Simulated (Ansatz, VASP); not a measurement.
# AlGa3N4: VASP beside Ansatz

INCAR

```
PREC = Accurate
ENCUT = 520
EDIFF = 1E-6
ISMEAR = 0
SIGMA = 0.05
LREAL = False
LASPH = True
NELM = 100
ALGO = Normal
ISIF = 2
LWAVE = False
LCHARG = False
GGA = CA
NBANDS = 41
```

File KPOINTS:

```
Automatic mesh
0
Gamma
  6 6 6
```

File POSCAR:

```
AlGa3N4
1.0
    4.5018408414      0.2808374272      0.2808374272
    0.2808374272      4.5018408414      0.2808374272
    0.2808374272      0.2808374272      4.5018408414
Al Ga N
1 3 4
Direct
    0.0000000000      0.0000000000      0.0000000000
    0.5000000000      0.5000000000      0.0000000000
    0.5000000000      0.0000000000      0.5000000000
    0.0000000000      0.5000000000      0.5000000000
    0.7548078379      0.7548078379      0.2451921621
    0.7548078379      0.2451921621      0.7548078379
    0.2451921621      0.7548078379      0.7548078379
    0.2451921621      0.2451921621      0.2451921621
```

Input for Ansatz:

```yaml
crystal:
  lattice:
    - [4.5018408414, 0.2808374272, 0.2808374272]
    - [0.2808374272, 4.5018408414, 0.2808374272]
    - [0.2808374272, 0.2808374272, 4.5018408414]
  atoms:
    - { symbol: Al, position: [0.0, 0.0, 0.0] }
    - { symbol: Ga, position: [0.5, 0.5, 0.0] }
    - { symbol: Ga, position: [0.5, 0.0, 0.5] }
    - { symbol: Ga, position: [0.0, 0.5, 0.5] }
    - { symbol: "N", position: [0.7548078379, 0.7548078379, 0.2451921621] }
    - { symbol: "N", position: [0.7548078379, 0.2451921621, 0.7548078379] }
    - { symbol: "N", position: [0.2451921621, 0.7548078379, 0.7548078379] }
    - { symbol: "N", position: [0.2451921621, 0.2451921621, 0.2451921621] }
basis:
  ecutwfc: 520.0
kpoints:
  mp_grid: { grid: [6, 6, 6] }
hamiltonian:
  xc: lda
  pseudopotentials: { kind: paw, azcp: { folder: soft_1 } }
scf:
  occupations: { method: gaussian, width: 0.05 }
output:
  forces: true
  stress: true
  eigenvalues: true
```

Alike in both runs: task single point; functional LDA; k mesh 6 × 6 × 6; occupations gaussian, width 0.05 eV; no spin polarisation.

|  | VASP | Ansatz |
| --- | --- | --- |
| version | VASP 6.6.1 | Ansatz 0.2.0 |
| potentials or method | VASP PAW LDA potentials, release 64 (Al, Ga_d, N), cutoff 520 eV | scalar-relativistic, plane waves, PAW |
| valence electrons in the cell | 62 | 62 |

VASP gave:

```
gap on the k mesh at the Fermi level (eV)                     : 0.98
least direct gap on the mesh (eV)                             : 0.98
pressure (GPa)                                                : 1.4
traceless stress, the component that is largest in VASP (GPa) : -19.85
rms of the force components (eV/Å)                            : 0.265
```

**Question.** Which values does Ansatz return?

**Answer.** gap on the k mesh at the Fermi level (eV): 0.99; least direct gap on the mesh (eV): 0.99; pressure (GPa): 0.5; traceless stress, the component that is largest in VASP (GPa): -19.53; rms of the force components (eV/Å): 0.228.

Ansatz warns that its potentials were made for another functional, while VASP's fit it. LDA's correlation is that of Perdew and Zunger in VASP and of Perdew and Wang (1992) in Ansatz. Atom by atom the forces differ by 0.038 eV/Å (rms over components).
